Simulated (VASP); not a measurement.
## NaH: single point with PBE

Crystal: NaH.

```xyz
4
Lattice="3.9533 0.0000 0.0000 -1.9767 3.4237 0.0000 0.0000 0.0000 4.8283" Properties=species:S:1:pos:R:3 pbc="T T T"
Na    0.0000    2.2824    1.2071
Na    1.9767    1.1412    3.6212
H     1.9767    1.1412    1.2071
H     0.0000    2.2824    3.6212
```

```
Program                : VASP 6.6.1
Task                   : single point
Functional             : PBE
Potentials or basis    : VASP PAW PBE potentials, release 64 (Na_pv, H)
Cutoff                 : 520 eV
k mesh                 : 6 × 6 × 4
Occupations            : gaussian, width 0.01 eV
Spin                   : no spin polarisation
Dipole correction      : no
Further INCAR settings : ALGO = Normal; EDIFF = 1e-07; NBANDS = 16
```

The pressure is 0.3 GPa and the band gap on the k mesh is 3.33 eV (least direct gap 4.24 eV).

Stress tensor (GPa, compression positive):
```
0.31 0.00 0.00
0.00 0.31 0.00
0.00 0.00 0.42
```

Levels at points of the mesh, in eV from the valence-band top:
| k point | band 4 | band 5 | band 6 | band 7 | band 8 | band 9 | band 10 | band 11 | band 12 | band 13 |
| --- | --- | --- | --- | --- | --- | --- | --- | --- | --- | --- |
| (0.00, 0.00, 0.00) | -22.23 | -22.23 | -22.21 | -3.34 | -0.02 | 4.91 | 7.97 | 10.30 | 10.30 | 10.65 |
| (0.50, 0.00, 0.00) | -22.25 | -22.24 | -22.23 | -1.51 | -0.61 | 3.87 | 7.55 | 7.61 | 7.84 | 7.93 |
| (0.00, 0.00, 0.50) | -22.25 | -22.25 | -22.25 | -2.02 | -2.02 | 6.94 | 6.94 | 11.07 | 11.07 | 11.07 |
| (0.50, 0.00, 0.50) | -22.25 | -22.22 | -22.22 | -0.82 | -0.82 | 3.96 | 3.96 | 8.52 | 8.52 | 9.20 |

Wall time 38 s on 1 thread of AMD EPYC 7R13, on a shared host, peak memory 0.14 GiB.

A k mesh can miss the band edges.
